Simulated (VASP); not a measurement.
Crystal: PtSe2 (Sudovikovite).

```
Pt Se
1.0
     3.72400    0.00000    0.00000
    -1.86200    3.22508    0.00000
     0.00000    0.00000    5.06200
Pt Se
1 2
Cartesian
  0.0000 0.0000 0.0000
  0.0000 2.1501 1.2655
  1.8620 1.0750 3.7965
```

Base run:

| Quantity | Value |
| --- | --- |
| Program | VASP 6.6.1 |
| Functional | RPBE |
| Potentials or basis | VASP PAW PBE potentials, release 64 (Pt, Se) |
| Cutoff | 520 eV |
| k mesh | 7 × 7 × 5 |
| Occupations | fermi-dirac, width 0.1 eV |
| Spin | no spin polarisation |

Its results: band gap on the k mesh zero (band 11 reaches 7.03 eV, above the bottom of band 12 at 6.74 eV); pressure 9.8 GPa; largest force 0.658 eV/Å.

**Question.** After a change of settings the same cell gave: band gap on the k mesh zero (band 11 reaches 7.36 eV, above the bottom of band 12 at 7.09 eV); pressure 15.3 GPa; largest force 1.115 eV/Å. Which change was it?
A. functional from RPBE to BLYP
B. functional from RPBE to revPBE
C. functional from RPBE to LDA; potentials or basis from VASP PAW PBE potentials, release 64 (Pt, Se) to VASP PAW LDA potentials, release 64 (Pt, Se)

**Answer.** A.

Caveats: the PAW data sets were made with another functional, which shifts forces and pressure a little; spin-orbit coupling is left out, which moves the levels of the heavy elements.
